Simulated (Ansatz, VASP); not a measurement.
# C in VASP and in Ansatz

The input INCAR:

```
PREC     = Accurate       # precision mode
ENCUT    = 520            # plane-wave cutoff, eV
EDIFF    = 1E-7           # SCF threshold, eV
ISMEAR   = 0              # smearing method
SIGMA    = 0.15           # smearing width, eV
LREAL    = F              # projectors in reciprocal space
LASPH    = T              # aspherical terms in the spheres
NELM     = 60             # most SCF steps
ALGO     = Normal         # electronic algorithm
ISIF     = 2              # what is computed and relaxed
LWAVE    = F              # write WAVECAR
LCHARG   = F              # write CHGCAR
GGA      = PS             # functional
NBANDS   = 16             # bands
```

Contents of KPOINTS:

```
regular mesh
0
Gamma
  18 18 6
```

POSCAR

```
C
1.0
    2.5735558486      0.0000000000      0.0000000000
   -1.2867779243      2.1293252536      0.0000000000
    0.0000000000      0.0000000000      7.2458067263
C
4
Direct
   -0.0577479467      0.0000000000      0.0025000000
    0.0577479467      0.0000000000      0.5025000000
    0.2755800112      0.6666666667      0.0025000000
    0.7244199888      0.3333333333      0.5025000000
```

Input for Ansatz:

```yaml
crystal:
  lattice:
    - [2.5735558486, 0.0, 0.0]
    - [-1.2867779243, 2.1293252536, 0.0]
    - [0.0, 0.0, 7.2458067263]
  atoms:
    - { symbol: C, position: [-0.0577479467, 0.0, 0.0025] }
    - { symbol: C, position: [0.0577479467, 0.0, 0.5025] }
    - { symbol: C, position: [0.2755800112, 0.6666666667, 0.0025] }
    - { symbol: C, position: [0.7244199888, 0.3333333333, 0.5025] }
basis:
  ecutwfc: 520.0
kpoints:
  mp_grid: { grid: [18, 18, 6] }
hamiltonian:
  xc: pbesol
  pseudopotentials: { kind: paw, azcp: { folder: soft_1 } }
scf:
  occupations: { method: gaussian, width: 0.15 }
output:
  forces: true
  stress: true
  eigenvalues: true
  write_density: true
  write_potential: true
  elf: true
  volumetric_format: npy
```

Change from the starting cell: mode 4 frozen in at -0.142 Å, normal strain along x +0.0467.

Alike in both runs: task single point; functional PBEsol; k mesh 18 × 18 × 6; occupations gaussian, width 0.15 eV; no spin polarisation.

|  | VASP | Ansatz |
| --- | --- | --- |
| version | VASP 6.6.1 | Ansatz 0.2.0 |
| potentials or method | VASP PAW PBE potentials, release 64 (C), cutoff 520 eV | scalar-relativistic, plane waves, PAW |
| valence electrons in the cell | 16 | 16 |

```csv
,VASP,Ansatz,Ansatz less VASP
gap on the k mesh at the Fermi level (eV),0.27,0.27,-0.001
least direct gap on the mesh (eV),0.27,0.27,-0.001
pressure (GPa),-15.0,-15.6,-0.60
"traceless stress, the component that is largest in VASP (GPa)",-24.64,-24.90,-0.263
rms of the force components (eV/Å),0.213,0.205,-0.0078
```

VASP's potentials were made for PBE, not for PBEsol, and Ansatz warns of the same on its side. Atom by atom the forces differ by 0.008 eV/Å (rms over components). With one functional, cell and mesh, what is left measures potentials, basis and numerics.
